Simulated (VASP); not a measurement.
# AlN (zincblende type) (F-43m) in VASP: further runs, part 2 of 3

VASP 6.6.1. Earlier steps stand in the parts before.

## 3. Density of states, LDA (volume scaled by 0.72)

POSCAR reads:

```
AlN
1.0
    0.0000000000      1.9459392148      1.9459392148
    1.9459392148      0.0000000000      1.9459392148
    1.9459392148      1.9459392148      0.0000000000
Al N
1 1
Direct
    0.0000000000      0.0000000000      0.0000000000
    0.2500000000      0.2500000000      0.2500000000
```

INCAR.step1 reads:

```
SYSTEM = AlN
PREC = Accurate ; ENCUT = 520
EDIFF = 1E-6 ; ISMEAR = -1
SIGMA = 0.1 ; LREAL = .FALSE.
LASPH = .TRUE. ; NELM = 60
ALGO = Normal ; ISIF = 2
LWAVE = .FALSE. ; LCHARG = .TRUE.
NBANDS = 11
```

KPOINTS.step1 reads:

```
Automatic mesh
0
G
  17 17 17
  0 0 0
```

INCAR.step2 reads:

```
SYSTEM = AlN
PREC = Accurate ; ENCUT = 520
EDIFF = 1E-6 ; ISMEAR = -5
SIGMA = 0.1 ; LREAL = .FALSE.
LASPH = .TRUE. ; NELM = 60
ALGO = Normal ; ISIF = 2
LWAVE = .FALSE. ; LCHARG = .FALSE.
LORBIT = 11 ; NBANDS = 11
NEDOS = 2001 ; ICHARG = 11
```

KPOINTS.step2 reads:

```
Automatic mesh
0
G
  26 26 26
  0 0 0
```

Potentials or basis: VASP PAW LDA potentials, release 64 (Al, N).

On the command line:

```
$ cat potpaw_LDA.64/Al/POTCAR potpaw_LDA.64/N/POTCAR > POTCAR
$ cp INCAR.step1 INCAR
$ cp KPOINTS.step1 KPOINTS
$ mpirun -np 1 vasp_std > vasp.out
$ cp INCAR.step2 INCAR
$ cp KPOINTS.step2 KPOINTS
$ mpirun -np 1 vasp_std > vasp.out
```

OUTCAR:

```text
SYSTEM = AlN
   PREC = Accurate
   ENCUT = 520
   EDIFF = 1E-6
   ISMEAR = -5
   LREAL = .FALSE.
   LASPH = .TRUE.
   NELM = 60
   ISIF = 2
   LORBIT = 11
   ICHARG = 11

 ion  position               nearest neighbor table
   1  0.000  0.000  0.000-   2 1.69   2 1.69   2 1.69   2 1.69
   2  0.250  0.250  0.250-   1 1.69   1 1.69   1 1.69   1 1.69

  LATTYP: Found a face centered cubic cell.
 ALAT       =     3.8918784296

  Lattice vectors:

 A1 = (   0.0000000000,   1.9459392148,   1.9459392148)
 A2 = (   1.9459392148,   0.0000000000,   1.9459392148)
 A3 = (   1.9459392148,   1.9459392148,   0.0000000000)

Analysis of symmetry for initial positions (statically):
=====================================================================
 Subroutine PRICEL returns:
 Original cell was already a primitive cell.

 Routine SETGRP: Setting up the symmetry group for a
 face centered cubic supercell.

 Subroutine GETGRP returns: Found 24 space group operations
 (whereof 24 operations were pure point group operations)
 out of a pool of 48 trial point group operations.

The static configuration has the point symmetry T_d .

Analysis of symmetry for dynamics (positions and initial velocities):
=====================================================================
 Subroutine PRICEL returns:
 Original cell was already a primitive cell.

 Routine SETGRP: Setting up the symmetry group for a
 face centered cubic supercell.

 Subroutine GETGRP returns: Found 24 space group operations
 (whereof 24 operations were pure point group operations)
 out of a pool of 48 trial point group operations.

The dynamic configuration has the point symmetry T_d .

 Subroutine INISYM returns: Found 24 space group operations
 (whereof 24 operations are pure point group operations),
 and found     1 'primitive' translations

----------------------------------------------------------------------------------------

                                     Primitive cell

  volume of cell :      14.7373

[... 128 lines left out ...]

 Free energy of the ion-electron system (eV)
  ---------------------------------------------------
  ext. energy  EPLUGINS =         0.00000000
  ---------------------------------------------------
  free energy    TOTEN  =       -14.53875011 eV

  energy without entropy =      -14.53875011  energy(sigma->0) =      -14.53875011

 E-fermi :   9.5229     XC(G=0): -12.8636

 val. band max:        9.5108225463   @ k =  -0.0769   0.0769   0.0000
 cond. band min:      12.7833320191   @ k =   0.5000   0.5000   0.0000
 fundamental gap:      3.2725094728
 Fermi energy:         9.5228787618

 k-point     1 :       0.0000    0.0000    0.0000
  band No.  band energies     occupation
      1      -7.5972      2.00000
      2       9.4917      2.00000
      3       9.4917      2.00000
      4       9.4917      2.00000
      5      17.2056      0.00000
      6      25.6410      0.00000
      7      25.6410      0.00000
      8      25.6410      0.00000
      9      29.9596      0.00000
     10      29.9596      0.00000
     11      32.2326      0.00000
[... 309 lines left out ...]
 k-point    24 :       0.3846    0.0385    0.0000
  band No.  band energies     occupation
      1      -5.0268      2.00000
      2       3.2404      2.00000
      3       8.9794      2.00000
      4       9.0626      2.00000
      5      19.8230      0.00000
      6      21.9805      0.00000
      7      23.4256      0.00000
      8      23.5932      0.00000
      9      30.9704      0.00000
     10      32.1735      0.00000
     11      32.4224      0.00000

 [... further k-points ...]

------------------------ aborting loop because EDIFF is reached ----------------------------------------

  FORCE on cell =-STRESS in cart. coord.  units (eV):
  Direction    XX          YY          ZZ          XY          YZ          ZX
  --------------------------------------------------------------------------------------
  -------------------------------------------------------------------------------------
  Total       12.1914764     12.1914764     12.1914764      0.0000000      0.0000000     -0.0000000
  in kB     1325.4064481   1325.4064481   1325.4064481      0.0000000      0.0000000     -0.0000000
  external PRESSURE =    1325.4064481 kB  Pullay stress =       0.0000000 kB

 VOLUME and BASIS-vectors are now :
 -----------------------------------------------------------------------------
  energy-cutoff  :      520.00
  volume of cell :       14.74
      direct lattice vectors                 reciprocal lattice vectors
     0.000000000  1.945939215  1.945939215    -0.256945333  0.256945333  0.256945333
     1.945939215  0.000000000  1.945939215     0.256945333 -0.256945333  0.256945333
     1.945939215  1.945939215  0.000000000     0.256945333  0.256945333 -0.256945333

 POSITION                                       TOTAL-FORCE (eV/Angst)
 -----------------------------------------------------------------------------------
      0.00000      0.00000      0.00000        -0.000000      0.000000     -0.000000
      0.97297      0.97297      0.97297         0.000000     -0.000000      0.000000
 -----------------------------------------------------------------------------------
    total drift:                                0.000000      0.000000      0.000000

  FREE ENERGIE OF THE ION-ELECTRON SYSTEM (eV)
  ---------------------------------------------------
  free  energy   TOTEN  =       -14.5387501142 eV

  energy  without entropy=      -14.5387501142  energy(sigma->0) =      -14.53875011

 total charge

# of ion       s       p       d       tot
------------------------------------------
    1        0.458   0.700   0.000   1.157
    2        1.260   2.908   0.000   4.168
--------------------------------------------------
tot          1.718   3.608   0.000   5.326
```

OUTCAR.step1:

```text
SYSTEM = AlN
   PREC = Accurate
   ENCUT = 520
   EDIFF = 1E-6
   ISMEAR = -1
   LREAL = .FALSE.
[... 556 lines left out ...]
      0.00000      0.00000      0.00000        -0.000000     -0.000000     -0.000000
      0.97297      0.97297      0.97297         0.000000      0.000000      0.000000
 -----------------------------------------------------------------------------------
    total drift:                                0.000000      0.000000      0.000000

  FREE ENERGIE OF THE ION-ELECTRON SYSTEM (eV)
  ---------------------------------------------------
  free  energy   TOTEN  =       -14.5387506899 eV

  energy  without entropy=      -14.5387506864  energy(sigma->0) =      -14.53875069
```

OSZICAR.step1:

```text
N       E                     dE             d eps       ncg     rms          rms(c)
DAV:   1     0.897499445305E+01    0.89750E+01   -0.43114E+03  3798   0.635E+02
DAV:   2    -0.175496719582E+02   -0.26525E+02   -0.25362E+02  4295   0.139E+02
DAV:   3    -0.181194638297E+02   -0.56979E+00   -0.56922E+00  4413   0.176E+01
DAV:   4    -0.181214799137E+02   -0.20161E-02   -0.20160E-02  4116   0.128E+00
DAV:   5    -0.181214925682E+02   -0.12654E-04   -0.12654E-04  4388   0.930E-02    0.111E+01
DAV:   6    -0.146958993699E+02    0.34256E+01   -0.12923E+01  3948   0.198E+01    0.397E+00
DAV:   7    -0.145705695635E+02    0.12533E+00   -0.43008E-01  4308   0.402E+00    0.249E+00
DAV:   8    -0.145390926711E+02    0.31477E-01   -0.27740E-02  4035   0.149E+00    0.417E-01
DAV:   9    -0.145387455275E+02    0.34714E-03   -0.15448E-03  4296   0.247E-01    0.231E-01
DAV:  10    -0.145387529645E+02   -0.74371E-05   -0.69374E-05  4071   0.541E-02    0.418E-02
DAV:  11    -0.145387506877E+02    0.22769E-05   -0.28506E-06  4233   0.130E-02    0.310E-03
DAV:  12    -0.145387506899E+02   -0.21938E-08   -0.23145E-08  2238   0.124E-03
   1 F= -.14538751E+02 E0= -.14538751E+02  d E =-.342513E-08
```

Wall time 21 s (1 thread of Intel Xeon 6975P-C (Granite Rapids), shared host); peak memory 0.18 GiB.

Results:

* Valence electrons inside the program's atomic spheres: Al 1.16; N 4.17

[end of part 2 of 3]
